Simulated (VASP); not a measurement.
Set up this calculation in VASP 6.6.1, as the native input.

| Item | Value |
| --- | --- |
| Task | relaxation of cell and atoms |
| Functional | PBEsol |
| Potentials or basis | VASP PAW PBE potentials, release 64 (Ca_sv, S) |
| Cutoff | 500 eV |
| k mesh | 8 × 8 × 8 |
| Occupations | gaussian, width 0.01 eV |
| Spin | no spin polarisation |
| Target pressure | 7 GPa |
| Dipole correction | no |
| Further INCAR settings | ALGO = Normal; EDIFF = 1e-07; IBRION = 2; EDIFFG = -0.002; NSW = 100; ISIF = 3 |

The structure of CaS (Oldhamite) lies in POSCAR:

```
CaS
1.0
    2.8171705700      2.8171705700      0.0000000000
   -2.8171705700      2.8171705700      0.0000000000
    0.0000000000      2.8171705700      2.8171705700
Ca S
1 1
Direct
    0.0000000000      0.0000000000      0.0000000000
    0.5000000000      0.5000000000      0.0000000000
```

These files were run (other wordings do the same):

INCAR

```
SYSTEM = CaS
PREC     = Accurate       ! precision mode
ENCUT    = 500            ! plane-wave cutoff, eV
EDIFF    = 1E-7           ! SCF threshold, eV
ISMEAR   = 0              ! smearing method
SIGMA    = 0.01           ! smearing width, eV
LREAL    = .FALSE.        ! projectors in reciprocal space
LASPH    = .TRUE.         ! aspherical terms in the spheres
NELM     = 120            ! most SCF steps
ALGO     = Normal         ! electronic algorithm
ISIF     = 3              ! what is computed and relaxed
LWAVE    = .FALSE.        ! write WAVECAR
LCHARG   = .FALSE.        ! write CHGCAR
GGA      = PS             ! functional
IBRION   = 2              ! ionic algorithm
NSW      = 100            ! ionic steps
EDIFFG   = -0.002         ! ionic threshold
PSTRESS  = 70.0         
GGA_COMPAT= .FALSE.      
NELMIN   = 4
```

KPOINTS

```
Automatic mesh
0
G
  8 8 8
  0 0 0
```

Potentials or basis: VASP PAW PBE potentials, release 64 (Ca_sv, S).

Launch:

```sh
$ cat potpaw_PBE.64/Ca_sv/POTCAR potpaw_PBE.64/S/POTCAR > POTCAR
$ mpirun -np 1 vasp_std > vasp.out
```

Results of the run:

```json
{
  "Relaxed volume": "20.41 Å³/atom",
  "Relaxed cell": "a = 3.865 Å, b = 3.865 Å, c = 3.865 Å, α = 60.00°, β = 60.00°, γ = 90.00°",
  "Space group after relaxing (to 0.05 Å)": "Fm-3m (No. 225)",
  "Energy change on relaxing (the enthalpy is what falls)": "+40.3 meV/atom",
  "Ionic steps": "6",
  "Pressure after relaxing": "7.0 GPa",
  "Band gap on the k mesh": "1.89 eV, indirect (least direct gap 2.79 eV)"
}
```

Caveat: the cell is relaxed towards a set pressure, so the enthalpy falls and the energy may rise; the PAW data sets were made with another functional, which shifts forces and pressure a little.

It used 120 s of CPU time on 1 thread of AMD EPYC 7R13 Processor (Zen 3), with other jobs on the host.
